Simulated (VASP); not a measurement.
# Sb (R-3m) in VASP: a series of runs, part 2 of 2

VASP 6.6.1. The steps go on from the part before.

## 3. Single point, PBE (30.92 Å³/atom)

This run uses another cell than the first one, of 30.92 Å³/atom.

INCAR

```
SYSTEM = Sb
ALGO = Normal
EDIFF = 1E-6
ENCUT = 520
GGA = PE
ISIF = 2
ISMEAR = 0
LASPH = .TRUE.
LCHARG = .FALSE.
LREAL = .FALSE.
LWAVE = .FALSE.
NBANDS = 12
NELM = 100
PREC = Accurate
SIGMA = 0.1
```

KPOINTS

```
k-points
0
G
  18 18 18
  0 0 0
```

POSCAR

```
Sb
1.0
    2.1740867193      1.2552095527      3.7763865031
   -2.1740867193      1.2552095527      3.7763865031
    0.0000000000     -2.5104191053      3.7763865032
Sb
2
Direct
    0.2344257986      0.2344257986      0.2344257986
    0.7655742014      0.7655742014      0.7655742014
```

Potentials or basis: VASP PAW PBE potentials, release 64 (Sb).

The run is started by

```
$ cat potpaw_PBE.64/Sb/POTCAR > POTCAR
$ mpirun -np 1 vasp_std > vasp.out
```

OUTCAR:

```text
SYSTEM = Sb
   EDIFF = 1E-6
   ENCUT = 520
   GGA = PE
   ISIF = 2
   ISMEAR = 0
   LASPH = .TRUE.
   LREAL = .FALSE.
   NELM = 100
   PREC = Accurate

 ion  position               nearest neighbor table
   1  0.234  0.234  0.234-   2 2.94   2 2.94   2 2.94   2 3.37   2 3.37   2 3.37
   2  0.766  0.766  0.766-   1 2.94   1 2.94   1 2.94   1 3.37   1 3.37   1 3.37

  LATTYP: Found a trigonal (rhomboedric) cell.
 ALAT       =     4.5346773981
 COS(alpha) =     0.5402826133

  Lattice vectors:

 A1 = (   2.1740867193,   1.2552095527,   3.7763865031)
 A2 = (  -2.1740867193,   1.2552095527,   3.7763865031)
 A3 = (   0.0000000000,  -2.5104191053,   3.7763865032)

Analysis of symmetry for initial positions (statically):
=====================================================================
 Subroutine PRICEL returns:
 Original cell was already a primitive cell.

 Routine SETGRP: Setting up the symmetry group for a
 trigonal (rhombohedral) supercell.

 Subroutine GETGRP returns: Found 12 space group operations
 (whereof 12 operations were pure point group operations)
[... 176 lines left out ...]
      3       4.9882      2.00000
      4       5.2410      2.00000
      5       5.2410      2.00000
      6       9.1170      0.00000
      7       9.6677      0.00000
      8       9.6677      0.00000
      9      12.0596      0.00000
     10      12.0596      0.00000
     11      12.1740      0.00000
     12      13.6525      0.00000
[... 331 lines left out ...]
 k-point    24 :      -0.2222    0.0556    0.0000
  band No.  band energies     occupation
      1      -4.8773      2.00000
      2       0.0827      2.00000
      3       4.6995      2.00000
      4       5.3947      2.00000
      5       5.9421      2.00000
      6       7.9747      0.00000
      7       8.0494      0.00000
      8       9.2073      0.00000
      9      11.6614      0.00000
     10      12.3932      0.00000
     11      13.3803      0.00000
     12      15.8054      0.00000

 [... further k-points ...]

------------------------ aborting loop because EDIFF is reached ----------------------------------------

  FORCE on cell =-STRESS in cart. coord.  units (eV):
  Direction    XX          YY          ZZ          XY          YZ          ZX
  --------------------------------------------------------------------------------------
  -------------------------------------------------------------------------------------
  Total        0.4454348      0.4454348      0.3748147      0.0000000     -0.0000000      0.0000000
  in kB       11.5418094     11.5418094      9.7119484      0.0000000     -0.0000000      0.0000000
  external PRESSURE =      10.9318558 kB  Pullay stress =       0.0000000 kB

 VOLUME and BASIS-vectors are now :
 -----------------------------------------------------------------------------
  energy-cutoff  :      520.00
  volume of cell :       61.83
      direct lattice vectors                 reciprocal lattice vectors
     2.174086719  1.255209553  3.776386503     0.229981627  0.132779954  0.088267801
    -2.174086719  1.255209553  3.776386503    -0.229981627  0.132779954  0.088267801
     0.000000000 -2.510419105  3.776386503     0.000000000 -0.265559908  0.088267801

 POSITION                                       TOTAL-FORCE (eV/Angst)
 -----------------------------------------------------------------------------------
      0.00000      0.00000      2.65585         0.000000      0.000000      0.029007
      0.00000      0.00000      8.67331         0.000000     -0.000000     -0.029007
 -----------------------------------------------------------------------------------
    total drift:                                0.000000      0.000000     -0.000000

  FREE ENERGIE OF THE ION-ELECTRON SYSTEM (eV)
  ---------------------------------------------------
  free  energy   TOTEN  =        -8.2673033823 eV

  energy  without entropy=       -8.2665862707  energy(sigma->0) =       -8.26694483
```

stdout:

```text
POSCAR found type information on POSCAR Sb
 POSCAR found :  1 types and       2 ions
 scaLAPACK will be used
 LDA part: xc-table for (Slater+PW92), standard interpolation
 POSCAR, INCAR and KPOINTS ok, starting setup
 FFT: planning ... GRIDC
 FFT: planning ... GRID_SOFT
 FFT: planning ... GRID
 WAVECAR not read
 entering main loop
```

Wall time 9.9 min (1 thread of Intel Xeon 8259CL, shared host); peak memory 0.49 GiB.

Results:

```
Free energy            : -8.2673 eV
Pressure               : 1.1 GPa
Largest force          : 0.029 eV/Å
Band gap on the k mesh : zero (bands 5 and 6 overlap by 0.22 eV)
```

Forces on the atoms (eV/Å):
```
Sb   0.000  0.000  0.029
Sb   0.000  0.000 -0.029
```

Stress tensor (GPa, compression positive):
```
1.15 0.00 0.00
0.00 1.15 0.00
0.00 0.00 0.97
```

Levels at points of the mesh, in eV from the Fermi level:
| k point | band 1 | band 2 | band 3 | band 4 | band 5 | band 6 | band 7 | band 8 | band 9 | band 10 |
| --- | --- | --- | --- | --- | --- | --- | --- | --- | --- | --- |
| (0.00, 0.00, 0.00) | -12.50 | -4.90 | -1.98 | -1.73 | -1.73 | 2.15 | 2.70 | 2.70 | 5.09 | 5.09 |
| (0.50, 0.00, 0.00) | -10.20 | -9.51 | -1.81 | -1.70 | -0.27 | -0.19 | 0.20 | 0.48 | 7.61 | 8.20 |
| (0.50, 0.50, 0.00) | -10.22 | -7.92 | -5.30 | -3.63 | -3.54 | 1.66 | 4.84 | 5.38 | 6.76 | 8.66 |
| (0.50, 0.50, 0.50) | -10.97 | -8.90 | -1.23 | -1.23 | -0.47 | 0.14 | 0.14 | 1.06 | 7.04 | 8.65 |

Caveat: spin-orbit coupling is left out, which moves the levels of the heavy elements.

## 4. Relaxation of shape and atoms at fixed volume, PBE (29.00 Å³/atom)

This run uses another cell than the first one, of 29.00 Å³/atom.

INCAR

```
PREC = Accurate
ENCUT = 600
EDIFF = 1E-7
ISMEAR = 0
SIGMA = 0.1
LREAL = False
LASPH = True
NELM = 100
ALGO = Normal
ISIF = 4
LWAVE = False
LCHARG = False
GGA = PE
IBRION = 2
NSW = 50
EDIFFG = -0.01
```

KPOINTS

```
regular mesh
0
Gamma
  18 18 18
```

POSCAR

```
Sb
1.0
    2.1395626461      1.2352770698      3.6580514279
   -2.1395626461      1.2352770698      3.6580514279
    0.0000000000     -2.4705541394      3.6580514279
Sb
2
Direct
    0.2361397146      0.2361397146      0.2361397146
    0.7638602854      0.7638602854      0.7638602854
```

The run is started by

```
$ cat potpaw_PBE.64/Sb/POTCAR > POTCAR
$ mpirun -np 1 vasp_std > vasp.out
```

Wall time 8.5 min (1 thread of AMD EPYC 9R45 (Zen 5), shared host); peak memory 0.46 GiB.

Results (log left out):

```yaml
Free_energy: -8.2129 eV
Energy_gained_by_relaxing: 2.5 meV/atom
Ionic_steps: 6
Pressure_after_relaxing: 3.8 GPa
Band_gap_on_the_k_mesh: zero (bands 5 and 6 overlap by 0.34 eV)
```

Step by step:
```csv
step,energy change (eV),largest force (eV/Å),pressure (GPa),volume (Å³)
1,0.0000,0.1895,4.56,58.01
2,-0.0030,0.1076,4.28,58.01
3,-0.0048,0.0307,3.80,58.01
4,-0.0049,0.0141,3.86,58.01
5,-0.0050,0.0074,3.86,58.01
6,-0.0051,0.0014,3.85,58.01
```

Final structure:
```yaml
crystal:
  lattice:
    - [2.15099, 1.24187, 3.61929]
    - [-2.15099, 1.24187, 3.61929]
    - [0.00000, -2.48375, 3.61929]
  atoms:
    - { symbol: Sb, position: [0.23831, 0.23831, 0.23831] }
    - { symbol: Sb, position: [0.76169, 0.76169, 0.76169] }
```

Levels at points of the mesh, in eV from the Fermi level:
```csv
k point,band 3,band 4,band 5,band 6,band 7,band 8
"(0.00, 0.00, 0.00)",-1.93,-1.81,-1.81,2.62,3.01,3.01
"(0.50, 0.00, 0.00)",-1.59,-1.41,-0.32,-0.04,0.15,0.30
"(0.50, 0.50, 0.00)",-5.73,-3.83,-3.79,1.68,5.29,5.58
"(0.50, 0.50, 0.50)",-1.17,-1.17,-0.30,-0.14,-0.14,0.90
```

Caveat: spin-orbit coupling is left out, which moves the levels of the heavy elements.

## 5. Overview

| task | cell | cutoff (eV) | gap on the mesh (eV) | pressure (GPa) | largest force (eV/Å) |
| --- | --- | --- | --- | --- | --- |
| single point | a = 4.462 Å, angles 58.0°, 2 atoms, atomic positions A | 520 | none | 2.4 | 0.03 |
| single point | a = 4.535 Å, angles 57.3°, 2 atoms, atomic positions B | 520 | none | 1.1 | 0.03 |
| relaxation of shape and atoms at fixed volume | relaxed from a = 4.414 Å, angles 58.0°, 2 atoms, atomic positions A | 600 | none | 3.8 | - |

Alike in all rows: level PBE; potentials or basis VASP PAW PBE potentials, release 64 (Sb); no spin polarisation; k mesh 18 × 18 × 18; smearing gaussian 0.1 eV.

Caveats: spin-orbit coupling is left out, which moves the levels of the heavy elements.

Absolute energies hang on the potentials; compare differences alone.
